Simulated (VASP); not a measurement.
# AlCo (Pm-3m) in VASP: single point with PBE

Aim: the single point of AlCo with PBE.

Everything below comes from runs of VASP 6.6.1. Logs are shortened: lines on timing, memory, paths and dates and some standing lists are left out, and cuts for length are marked.

### Step 1. The cell of the first run

It takes space group Pm-3m (No. 221, cubic). The conventional cell has a = 2.819 Å, b = 2.819 Å, c = 2.819 Å, α = 90.00°, β = 90.00°, γ = 90.00°. Al (site symmetry m-3m) has 8 Co at 2.44 Å and 6 Al at 2.82 Å within 3.2 Å. Co (site symmetry m-3m) has 8 Al at 2.44 Å and 6 Co at 2.82 Å within 3.2 Å.

### Step 2. Single point, PBE, collinear spin, ferromagnetic start

The input, INCAR:

```
  PREC = Accurate
  ENCUT = 520
  EDIFF = 1E-7
  ISMEAR = 1
  SIGMA = 0.1
  LREAL = F
  LASPH = T
  NELM = 150
  ALGO = Normal
  ISIF = 2
  LWAVE = F
  LCHARG = F
  ISPIN = 2
  MAGMOM = 0 2.5
  LORBIT = 11
  LMAXMIX = 4
  GGA = PE
  NBANDS = 17
```

The input, KPOINTS:

```
Automatic mesh
0
Gamma
  9 9 9
```

The input, POSCAR:

```
AlCo
1.0
    2.8194030000      0.0000000000      0.0000000000
    0.0000000000      2.8194030000      0.0000000000
    0.0000000000      0.0000000000      2.8194030000
Al Co
1 1
Direct
    0.0000000000      0.0000000000      0.0000000000
    0.5000000000      0.5000000000      0.5000000000
```

Potentials or basis: VASP PAW PBE potentials, release 64 (Al, Co).

On the command line:

```bash
> cat potpaw_PBE.64/Al/POTCAR potpaw_PBE.64/Co/POTCAR > POTCAR
> mpirun -np 1 vasp_std > vasp.out
```

OUTCAR:

```text
PREC = Accurate
   ENCUT = 520
   EDIFF = 1E-7
   ISMEAR = 1
   LREAL = F
   LASPH = T
   NELM = 150
   ISIF = 2
   ISPIN = 2
   LORBIT = 11
   GGA = PE

 ion  position               nearest neighbor table
   1  0.000  0.000  0.000-   2 2.44   2 2.44   2 2.44   2 2.44   2 2.44   2 2.44   2 2.44   2 2.44

   2  0.500  0.500  0.500-   1 2.44   1 2.44   1 2.44   1 2.44   1 2.44   1 2.44   1 2.44   1 2.44

  LATTYP: Found a simple cubic cell.
 ALAT       =     2.8194030000

  Lattice vectors:

 A1 = (   2.8194030000,   0.0000000000,   0.0000000000)
 A2 = (   0.0000000000,   2.8194030000,   0.0000000000)
 A3 = (   0.0000000000,   0.0000000000,   2.8194030000)

Analysis of symmetry for initial positions (statically):
=====================================================================
 Subroutine PRICEL returns:
 Original cell was already a primitive cell.

 Routine SETGRP: Setting up the symmetry group for a
 simple cubic supercell.

 Subroutine GETGRP returns: Found 48 space group operations
 (whereof 48 operations were pure point group operations)
 out of a pool of 48 trial point group operations.

The static configuration has the point symmetry O_h .

Analysis of symmetry for dynamics (positions and initial velocities):
=====================================================================
 Subroutine PRICEL returns:
 Original cell was already a primitive cell.

 Routine SETGRP: Setting up the symmetry group for a
 simple cubic supercell.

 Subroutine GETGRP returns: Found 48 space group operations
 (whereof 48 operations were pure point group operations)
 out of a pool of 48 trial point group operations.

The dynamic configuration has the point symmetry O_h .

Analysis of structural, dynamic, and magnetic symmetry:
=====================================================================
 Subroutine PRICEL returns:
 Original cell was already a primitive cell.

 Routine SETGRP: Setting up the symmetry group for a
 simple cubic supercell.

 Subroutine GETGRP returns: Found 48 space group operations
 (whereof 48 operations were pure point group operations)
 out of a pool of 48 trial point group operations.

The overall configuration has the point symmetry O_h .

 Subroutine INISYM returns: Found 48 space group operations
 (whereof 48 operations are pure point group operations),
 and found     1 'primitive' translations

----------------------------------------------------------------------------------------

                                     Primitive cell
[... 116 lines left out ...]
   GGA     = PE    functional components
   LHFCALC =     F    Hartree Fock is set to
   AEXX    =    0.0000 exact exchange contribution
   IVDW    =     0    specifies the selected vdW correction
   LEPSILON=     F    determine dielectric tensor
   LRPA    =     F    only Hartree local field effects (RPA)
 spin polarized calculation
 Methfessel and Paxton  Order N= 1 SIGMA  =   0.10
  energy-cutoff  :      520.00
  volume of cell :       22.41
 maximum number of plane-waves:       619
 NGX is ok and might be reduce to    24
   NGX = 11   NGY = 11   NGZ = 11

 number of electron      11.9999996 magnetization      -0.0080917

 number of electron      11.9999996 magnetization       0.0001038

 Free energy of the ion-electron system (eV)
  ---------------------------------------------------
  ext. energy  EPLUGINS =         0.00000000
  ---------------------------------------------------
  free energy    TOTEN  =       -11.97761161 eV

  energy without entropy =      -11.97798897  energy(sigma->0) =      -11.97773739

 E-fermi :  11.0108     XC(G=0): -12.4232

 val. band max:       10.9626374087   @ k =   0.4444   0.4444   0.1111
 cond. band min:      11.1335210854   @ k =   0.4444   0.3333   0.0000
 fundamental gap:      0.1708836767
 Fermi energy:        11.0107647340

 spin component 1

 k-point     1 :       0.0000    0.0000    0.0000
  band No.  band energies     occupation
      1      -0.2807      1.00000
      2       7.9113      1.00000
      3       7.9113      1.00000
      4      10.1384      1.00000
      5      10.1384      1.00000
      6      10.1384      1.00000
[... 459 lines left out ...]
      6       9.7508      1.00000
[... 9 lines left out ...]
     16      33.0117      0.00000
     17      34.5752      0.00000

 [... further k-points ...]

 spin component 2

 k-point     1 :       0.0000    0.0000    0.0000
  band No.  band energies     occupation
      1      -0.2807      1.00000
      2       7.9114      1.00000
      3       7.9114      1.00000
      4      10.1386      1.00000
      5      10.1386      1.00000
      6      10.1386      1.00000
[... 459 lines left out ...]
      6       9.7509      1.00000
[... 9 lines left out ...]
     16      33.0117      0.00000
     17      34.5751      0.00000

 [... further k-points ...]

------------------------ aborting loop because EDIFF is reached ----------------------------------------

  FORCE on cell =-STRESS in cart. coord.  units (eV):
  Direction    XX          YY          ZZ          XY          YZ          ZX
  --------------------------------------------------------------------------------------
  -------------------------------------------------------------------------------------
  Total        0.9105193      0.9105193      0.9105193      0.0000000     -0.0000000     -0.0000000
  in kB       65.0920972     65.0920972     65.0920972      0.0000000     -0.0000000     -0.0000000
  external PRESSURE =      65.0920972 kB  Pullay stress =       0.0000000 kB

 VOLUME and BASIS-vectors are now :
 -----------------------------------------------------------------------------
  energy-cutoff  :      520.00
  volume of cell :       22.41
      direct lattice vectors                 reciprocal lattice vectors
     2.819403000  0.000000000  0.000000000     0.354685017  0.000000000  0.000000000
     0.000000000  2.819403000  0.000000000     0.000000000  0.354685017  0.000000000
     0.000000000  0.000000000  2.819403000     0.000000000  0.000000000  0.354685017

 POSITION                                       TOTAL-FORCE (eV/Angst)
 -----------------------------------------------------------------------------------
      0.00000      0.00000      0.00000         0.000000      0.000000      0.000000
      1.40970      1.40970      1.40970         0.000000      0.000000      0.000000
 -----------------------------------------------------------------------------------
    total drift:                                0.000000     -0.000000     -0.000000

  FREE ENERGIE OF THE ION-ELECTRON SYSTEM (eV)
  ---------------------------------------------------
  free  energy   TOTEN  =       -11.9776116072 eV

  energy  without entropy=      -11.9779889683  energy(sigma->0) =      -11.97773739

 total charge

# of ion       s       p       d       tot
------------------------------------------
    1        0.399   0.443   0.000   0.842
    2        0.446   0.534   7.533   8.513
--------------------------------------------------
tot          0.845   0.978   7.533   9.355

 magnetization (x)

# of ion       s       p       d       tot
------------------------------------------
    1       -0.000  -0.000   0.000  -0.000
    2       -0.000  -0.000   0.000   0.000
--------------------------------------------------
tot         -0.000  -0.000   0.000   0.000
```

Run time: 22 s. Hardware: 1 thread of Intel Xeon Platinum 8259CL at 2.50GHz (Skylake/Cascade Lake), shared host; peak memory 0.16 GiB.

Results:

* Free energy: -11.9776 eV
* Pressure: 6.5 GPa
* Band gap on the k mesh: zero (filled and empty bands overlap)
* Net moment: 0.00 μB per cell
* Valence electrons inside the program's atomic spheres: Al 0.84; Co 8.51

Caveat: the starting moments collapsed, and a magnetic state may lie lower.
